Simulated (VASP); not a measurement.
# Mn (Im-3m) in VASP: single point with PBE

Aim: the single point of Mn with PBE.

Program: VASP 6.6.1. These are calculated values, not measurements. Logs are shortened: lines on timing, memory, paths and dates and some standing lists are left out, and cuts for length are marked.

## Step 1: The cell of the first run

The structure is cubic, space group Im-3m (No. 229). Conventional cell: a = 3.093 Å, b = 3.093 Å, c = 3.093 Å, α = 90.00°, β = 90.00°, γ = 90.00°. Within 3.5 Å of Mn (site symmetry m-3m) lie 14 Mn at 2.68 to 3.09 Å.

This isn't the form of Mn at room conditions, which is a 58-atom cubic cell.

## Step 2: Single point, PBE

Input file INCAR:

```
SYSTEM = Mn
ALGO = Normal ; EDIFF = 1E-6
ENCUT = 520 ; GGA = PE
ISIF = 2 ; ISMEAR = -1
LASPH = .TRUE. ; LCHARG = .FALSE.
LREAL = .FALSE. ; LWAVE = .FALSE.
NBANDS = 20 ; NELM = 80
PREC = Accurate ; SIGMA = 0.05
```

Input file KPOINTS:

```
k-points
0
G
  14 14 7
  0 0 0
```

Input file POSCAR:

```
Mn
1.0
   -1.5465000000      1.5465000000      1.5465000000
    1.5465000000     -1.5465000000      1.5465000000
    3.0930000000      3.0930000000     -3.0930000000
Mn
2
Direct
    0.0000000000      0.0000000000      0.0000000000
    0.0000000000      0.0000000000      0.5000000000
```

Potentials or basis: VASP PAW PBE potentials, release 64 (Mn_pv).

Launch:

```sh
> cat potpaw_PBE.64/Mn_pv/POTCAR > POTCAR
> mpirun -np 1 vasp_std > vasp.out
```

OUTCAR:

```text
SYSTEM = Mn
   EDIFF = 1E-6
   ENCUT = 520
   GGA = PE
   ISIF = 2
   ISMEAR = -1
   LASPH = .TRUE.
   LREAL = .FALSE.
   NELM = 80
   PREC = Accurate

 ion  position               nearest neighbor table
   1  0.000  0.000  0.000-   2 2.68   2 2.68   2 2.68   2 2.68   2 3.09   2 3.09   2 3.09   2 3.09

   2  0.000  0.000  0.500-   1 2.68   1 2.68   1 2.68   1 2.68   1 3.09   1 3.09   1 3.09   1 3.09

  LATTYP: Found a base centered orthorhombic cell.
 ALAT       =     3.0930000000
 B/A-ratio  =     1.4142135624
 C/A-ratio  =     1.4142135624

  Lattice vectors:

 A1 = (  -1.5465000000,   1.5465000000,   1.5465000000)
 A2 = (   1.5465000000,  -1.5465000000,   1.5465000000)
 A3 = (   3.0930000000,   3.0930000000,   0.0000000000)

Analysis of symmetry for initial positions (statically):
=====================================================================
 Subroutine PRICEL returns following result:

  LATTYP: Found a body centered cubic cell.
 ALAT       =     3.0930000000

  Lattice vectors:

 A1 = (  -1.5465000000,   1.5465000000,   1.5465000000)
 A2 = (   1.5465000000,  -1.5465000000,   1.5465000000)
 A3 = (   1.5465000000,   1.5465000000,  -1.5465000000)

   2 primitive cells build up your supercell.

 Routine SETGRP: Setting up the symmetry group for a
 base centered orthorhombic supercell.

 Subroutine GETGRP returns: Found  8 space group operations
 (whereof  8 operations were pure point group operations)
 out of a pool of  8 trial point group operations.

The static configuration has the point symmetry D_2h.

Analysis of symmetry for dynamics (positions and initial velocities):
=====================================================================
 Subroutine PRICEL returns following result:

  LATTYP: Found a body centered cubic cell.
 ALAT       =     3.0930000000

  Lattice vectors:

 A1 = (  -1.5465000000,   1.5465000000,   1.5465000000)
 A2 = (   1.5465000000,  -1.5465000000,   1.5465000000)
 A3 = (   1.5465000000,   1.5465000000,  -1.5465000000)

   2 primitive cells build up your supercell.

 Routine SETGRP: Setting up the symmetry group for a
 base centered orthorhombic supercell.

 Subroutine GETGRP returns: Found  8 space group operations
 (whereof  8 operations were pure point group operations)
 out of a pool of  8 trial point group operations.

The dynamic configuration has the point symmetry D_2h.

 Subroutine INISYM returns: Found  8 space group operations
 (whereof  8 operations are pure point group operations),
 and found     2 'primitive' translations

----------------------------------------------------------------------------------------

                                     Primitive cell

  volume of cell :      14.7948

  direct lattice vectors                    reciprocal lattice vectors
    -1.546500000  1.546500000  1.546500000     0.000000000  0.323310702  0.323310702
     1.546500000 -1.546500000  1.546500000     0.323310702  0.000000000  0.323310702
     1.546500000  1.546500000 -1.546500000     0.323310702  0.323310702  0.000000000

  length of vectors
     2.678616574  2.678616574  2.678616574     0.457230379  0.457230379  0.457230379

  position of ions in fractional coordinates (direct lattice)
     0.000000000  0.000000000  0.000000000

  ion indices of the primitive-cell ions
   primitive index   ion index
                 1           1

----------------------------------------------------------------------------------------

 KPOINTS: k-points

Automatic generation of k-mesh.
 Grid dimensions read from file:
 generate k-points for:   14   14    7

 Generating k-lattice:

  Cartesian coordinates                     Fractional coordinates (reciprocal lattice)
     0.000000000  0.023093622  0.023093622     0.071428571  0.000000000  0.000000000
     0.023093622  0.000000000  0.023093622     0.000000000  0.071428571  0.000000000
     0.023093622  0.023093622  0.000000000     0.000000000  0.000000000  0.142857143

  Length of vectors
     0.032659313  0.032659313  0.032659313

  Shift w.r.t. Gamma in fractional coordinates (k-lattice)
     0.000000000  0.000000000  0.000000000

 Subroutine IBZKPT returns following result:
 ===========================================

 Found    228 irreducible k-points:

 Following reciprocal coordinates:
            Coordinates               Weight
  0.000000  0.000000  0.000000      1.000000
  0.071429  0.000000  0.000000      8.000000
  0.142857  0.000000  0.000000      8.000000
  0.214286  0.000000  0.000000      8.000000
  0.285714  0.000000  0.000000      8.000000
  0.357143  0.000000  0.000000      8.000000
[... 16 lines left out ...]
  0.214286  0.142857  0.000000      8.000000
  0.285714  0.142857 -0.000000      8.000000
 [... further k-points ...]
   k-points           NKPTS =    228   k-points in BZ     NKDIM =    228   number of bands    NBANDS=     20
   number of dos      NEDOS =    301   number of ions     NIONS =      2
   total plane-waves  NPLWV =  16000
   dimension x,y,z NGX =    20 NGY =   20 NGZ =   40
   dimension x,y,z NGXF=    40 NGYF=   40 NGZF=   80
   ions per type =               2
   NGX,Y,Z   is equivalent  to a cutoff of  12.41, 12.41, 12.41 a.u.
   NGXF,Y,Z  is equivalent  to a cutoff of  24.83, 24.83, 24.83 a.u.
 SYSTEM =  Mn
   PREC   = accura    normal or accurate (medium, high low for compatibility)
   ISTART =      0    job   : 0-new  1-cont  2-samecut
   ICHARG =      2    charge: 1-file 2-atom 10-const
   ISPIN  =      1    spin polarized calculation?
   LNONCOLLINEAR =      F non collinear calculations
   LSORBIT =      F    spin-orbit coupling
   LASPH  =      T    aspherical Exc in radial PAW
   ENCUT  =  520.0 eV  38.22 Ry    6.18 a.u.   4.98  4.98  9.96*2*pi/ulx,y,z
   NELM   =     80;   NELMIN=  2; NELMDL= -5     # of ELM steps
   EDIFF  = 0.1E-05   stopping-criterion for ELM
   LREAL  =      F    real-space projection
   EDIFFG = 0.1E-04   stopping-criterion for IOM
   NSW    =      0    number of steps for IOM
   IBRION =     -1    ionic relax: 0-MD 1-quasi-New 2-CG
   NFREE  =      0    steps in history (QN), initial steepest desc. (CG)
   ISIF   =      2    stress and relaxation
   ISYM   =      2    0-nonsym 1-usesym 2-fastsym
   POTIM  = 0.5000    time-step for ionic-motion
   TEBEG  =    0.0;   TEEND  =   0.0 temperature during run
   PSTRESS=    0.0 pullay stress
   NELECT =      26.0000    total number of electrons
   NUPDOWN=      -1.0000    fix difference up-down
   EMIN   =  10.00;   EMAX   =-10.00  energy-range for DOS
   EFERMI =   0.00;   METHOD = LEGACY
   ISMEAR =    -1;   SIGMA  =   0.05  broadening in eV -4-tet -1-fermi 0-gaus
   EFERMI_NEDOS =   21; number of points for ismear=-14 and -15
   IALGO  =     38    algorithm
   IMIX   =      4    mixing-type and parameters
     AMIX     =   0.40;   BMIX     =  1.00
     AMIX_MAG =   1.60;   BMIX_MAG =  1.00
  volume/ion in A,a.u.               =      14.79        99.84
  Fermi-wavevector in a.u.,A,eV,Ry     =   1.568024  2.963136 33.452633  2.458699
  Thomas-Fermi vector in A             =   2.670117
   LORBIT       =      0    0 simple, 1 ext, 2 COOP (PROOUT), +10 PAW based schemes
   GGA     = PE    functional components
   LHFCALC =     F    Hartree Fock is set to
   AEXX    =    0.0000 exact exchange contribution
   IVDW    =     0    specifies the selected vdW correction
   LEPSILON=     F    determine dielectric tensor
   LRPA    =     F    only Hartree local field effects (RPA)
 non-spin polarized calculation
  energy-cutoff  :      520.00
  volume of cell :       29.59
 maximum number of plane-waves:       818
   NGX =  9   NGY =  9   NGZ = 19

 number of electron      26.0000001 magnetization

 Free energy of the ion-electron system (eV)
  ---------------------------------------------------
  ext. energy  EPLUGINS =         0.00000000
  ---------------------------------------------------
  free energy    TOTEN  =       -16.25378657 eV

  energy without entropy =      -16.19383979  energy(sigma->0) =      -16.22381318

 E-fermi :   6.7906     XC(G=0): -12.1957

 val. band max:        6.7847770357   @ k =   0.2143   0.2143   0.0000
 cond. band min:       6.7918098520   @ k =  -0.2857   0.5000   0.1429
 fundamental gap:      0.0070328163
 Fermi energy:         6.7905936692

 k-point     1 :       0.0000    0.0000    0.0000
  band No.  band energies     occupation
      1     -41.4808      2.00000
      2     -41.3117      2.00000
      3     -41.2235      2.00000
      4     -41.2235      2.00000
      5     -41.2235      2.00000
      6     -41.2227      2.00000
[... 12 lines left out ...]
     19      13.1296      0.00000
     20      22.3602      0.00000

 k-point     2 :       0.0714    0.0000    0.0000
  band No.  band energies     occupation
      1     -41.4737      2.00000
      2     -41.3138      2.00000
      3     -41.2365      2.00000
      4     -41.2279      2.00000
      5     -41.2279      2.00000
      6     -41.2235      2.00000
[... 12 lines left out ...]
     19      13.4094      0.00000
     20      21.6113      0.00000

 k-point     3 :       0.1429    0.0000    0.0000
  band No.  band energies     occupation
      1     -41.4554      2.00000
      2     -41.3207      2.00000
      3     -41.2727      2.00000
      4     -41.2402      2.00000
      5     -41.2396      2.00000
      6     -41.2233      2.00000
[... 12 lines left out ...]
     19      14.2677      0.00000
     20      19.6218      0.00000

 k-point     4 :       0.2143    0.0000    0.0000
  band No.  band energies     occupation
      1     -41.4371      2.00000
      2     -41.3301      2.00000
      3     -41.3246      2.00000
      4     -41.2579      2.00000
      5     -41.2487      2.00000
      6     -41.2232      2.00000
[... 12 lines left out ...]
     19      15.6627      0.00000
     20      17.5480      0.00000

 k-point     5 :       0.2857    0.0000    0.0000
  band No.  band energies     occupation
      1     -41.4371      2.00000
      2     -41.3819      2.00000
      3     -41.3301      2.00000
      4     -41.2775      2.00000
      5     -41.2487      2.00000
      6     -41.2230      2.00000
[... 12 lines left out ...]
     19      15.6627      0.00000
     20      17.5480      0.00000
[... 353 lines left out ...]
      6     -41.2235      2.00000
[... 12 lines left out ...]
     19      13.1486      0.00000
     20      22.2330      0.00000

 k-point    22 :       0.1429    0.1429    0.0000
  band No.  band energies     occupation
      1     -41.4283      2.00000
      2     -41.3476      2.00000
      3     -41.2945      2.00000
      4     -41.2673      2.00000
      5     -41.2596      2.00000
      6     -41.2349      2.00000
[... 12 lines left out ...]
     19      17.0238      0.00000
     20      18.7253      0.00000

 k-point    23 :       0.2143    0.1429    0.0000
  band No.  band energies     occupation
      1     -41.4283      2.00000
      2     -41.3918      2.00000
      3     -41.2945      2.00000
      4     -41.2813      2.00000
      5     -41.2673      2.00000
      6     -41.2380      2.00000
[... 12 lines left out ...]
     19      17.0238      0.00000
     20      18.7253      0.00000

 k-point    24 :       0.2857    0.1429   -0.0000
  band No.  band energies     occupation
      1     -41.4393      2.00000
      2     -41.4298      2.00000
      3     -41.3114      2.00000
      4     -41.3040      2.00000
      5     -41.2485      2.00000
      6     -41.2391      2.00000
[... 12 lines left out ...]
     19      15.4634      0.00000
     20      16.5045      0.00000

 [... further k-points ...]
[... 5 lines left out ...]
  --------------------------------------------------------------------------------------
  -------------------------------------------------------------------------------------
  Total       -7.8730642     -7.8730642     -7.8730439     -0.0001233      0.0000000      0.0000000
  in kB     -426.2992967   -426.2992967   -426.2981969     -0.0066768      0.0000000      0.0000000
  external PRESSURE =    -426.2989301 kB  Pullay stress =       0.0000000 kB

 VOLUME and BASIS-vectors are now :
 -----------------------------------------------------------------------------
  energy-cutoff  :      520.00
  volume of cell :       29.59
      direct lattice vectors                 reciprocal lattice vectors
    -1.546500000  1.546500000  1.546500000     0.000000000  0.323310702  0.323310702
     1.546500000 -1.546500000  1.546500000     0.323310702  0.000000000  0.323310702
     3.093000000  3.093000000 -3.093000000     0.161655351  0.161655351  0.000000000

 POSITION                                       TOTAL-FORCE (eV/Angst)
 -----------------------------------------------------------------------------------
      0.00000      0.00000      0.00000        -0.000000     -0.000000      0.000000
      1.54650      1.54650     -1.54650         0.000000      0.000000     -0.000000
 -----------------------------------------------------------------------------------
    total drift:                               -0.000000     -0.000000      0.000000

  FREE ENERGIE OF THE ION-ELECTRON SYSTEM (eV)
  ---------------------------------------------------
  free  energy   TOTEN  =       -16.2537865712 eV

  energy  without entropy=      -16.1938397920  energy(sigma->0) =      -16.22381318
```

Run time: 59 s. Hardware: 1 thread of Intel Xeon Platinum 8488C (Sapphire Rapids), shared host; peak memory 0.22 GiB.

What came out:

| Property | Result |
| --- | --- |
| Free energy | -16.2538 eV |
| Pressure | -42.6 GPa |
| Band gap on the k mesh | zero (bands 13 and 14 overlap by 1.36 eV) |

Caveat: the cell stands under tension; the run has no spin polarisation, though such a crystal can be magnetic. Spin polarisation is off, so any magnetic state and its effect on volume and gap are missing.
